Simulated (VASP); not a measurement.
Mg: single point with PBE

Mg:

```
Mg
1.0
     0.00000    2.26163    2.26163
     2.26163    0.00000    2.26163
     2.26163    2.26163    0.00000
Mg
1
Direct
  0.00000 0.00000 0.00000
```

This isn't the form of Mg at room conditions, which is hcp.

```yaml
Program: VASP 6.6.1
Task: single point
Functional: PBE
Potentials_or_basis: VASP PAW PBE potentials, release 64 (Mg)
Cutoff: 520 eV
k_mesh: 15 × 15 × 15
Occupations: fermi-dirac, width 0.1 eV
Spin: no spin polarisation
Dipole_correction: no
Further_INCAR_settings: ALGO = Normal; EDIFF = 1e-06; NBANDS = 7
```

```
Pressure               : -0.1 GPa
Band gap on the k mesh : zero (bands 1 and 2 overlap by 2.22 eV)
```

Levels at points of the mesh, in eV from the Fermi level:
| k point | band 1 | band 2 | band 3 | band 4 | band 5 |
| --- | --- | --- | --- | --- | --- |
| (0.00, 0.00, 0.00) | -6.86 | 12.34 | 12.34 | 12.34 | 14.23 |

Run time: 6.5 s on 1 thread of Intel Xeon 6455B, with other jobs on the host, peak memory 0.15 GiB.
